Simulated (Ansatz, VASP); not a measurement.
SiGe2 in VASP and in Ansatz

INCAR

```
SYSTEM = SiGe2
  ALGO = Normal
  EDIFF = 1E-6
  EDIFFG = -0.01
  ENCUT = 600
  GGA = PE
  IBRION = 2
  ISIF = 3
  ISMEAR = 0
  LASPH = .TRUE.
  LCHARG = .FALSE.
  LREAL = .FALSE.
  LWAVE = .FALSE.
  NELM = 100
  NSW = 100
  PREC = Accurate
  SIGMA = 0.1
```

KPOINTS

```
k-points
0
G
  12 12 4
  0 0 0
```

Contents of POSCAR:

```
SiGe2
1.0
    2.9907089143      0.0000000000      0.0000000000
   -1.4953544571      2.5900298951      0.0000000000
    0.0000000000      0.0000000000     13.9436797647
Si Ge
2 4
Direct
    0.6666666667      0.3333333333      0.1616660463
    0.6666666667      0.3333333333      0.8383339537
    0.3333333333      0.6666666667      0.0000000000
    0.3333333333      0.6666666667      0.3209137568
    0.3333333333      0.6666666667      0.6790862432
    0.6666666667      0.3333333333      0.5000000000
```

Input for Ansatz:

```yaml
crystal:
  lattice:
    - [2.9907089143, 0.0, 0.0]
    - [-1.4953544571, 2.5900298951, 0.0]
    - [0.0, 0.0, 13.9436797647]
  atoms:
    - { symbol: Si, position: [0.6666666667, 0.3333333333, 0.1616660463] }
    - { symbol: Si, position: [0.6666666667, 0.3333333333, 0.8383339537] }
    - { symbol: Ge, position: [0.3333333333, 0.6666666667, 0.0] }
    - { symbol: Ge, position: [0.3333333333, 0.6666666667, 0.3209137568] }
    - { symbol: Ge, position: [0.3333333333, 0.6666666667, 0.6790862432] }
    - { symbol: Ge, position: [0.6666666667, 0.3333333333, 0.5] }
basis:
  ecutwfc: 420
kpoints:
  mp_grid: { grid: [12, 12, 4] }
hamiltonian:
  xc: pbe
scf:
  occupations: { method: gaussian, width: 0.1 }
output:
  forces: true
  stress: true
  eigenvalues: true
  write_density: true
  write_potential: true
  elf: true
  volumetric_format: npy
relax:
  adjacent_minimum: "off"
  f_tol: 0.01
  max_steps: 80
  cell: { stress_tol: 0.05 }
```

Alike in both runs: task relaxation of cell and atoms; functional PBE; k mesh 12 × 12 × 4; occupations gaussian, width 0.1 eV; no spin polarisation.

|  | VASP | Ansatz |
| --- | --- | --- |
| version | VASP 6.6.1 | Ansatz 0.2.0 |
| potentials or method | VASP PAW PBE potentials, release 64 (Si, Ge_d), cutoff 600 eV | scalar-relativistic, plane waves, PAW |
| valence electrons in the cell | 64 | 64 |

Ansatz gave:

```
gap on the k mesh at the Fermi level, each at its own relaxed structure (eV) : none
relaxed volume (Å³/atom)                                                     : 17.89
relaxed cell length with the largest relative difference (Å)                 : 14.123
```

Question: Which values does VASP return?

Answer: gap on the k mesh at the Fermi level, each at its own relaxed structure (eV): none; relaxed volume (Å³/atom): 17.90; relaxed cell length with the largest relative difference (Å): 14.127.

A gap of «none» marks a metal or a gap that the smearing closes.
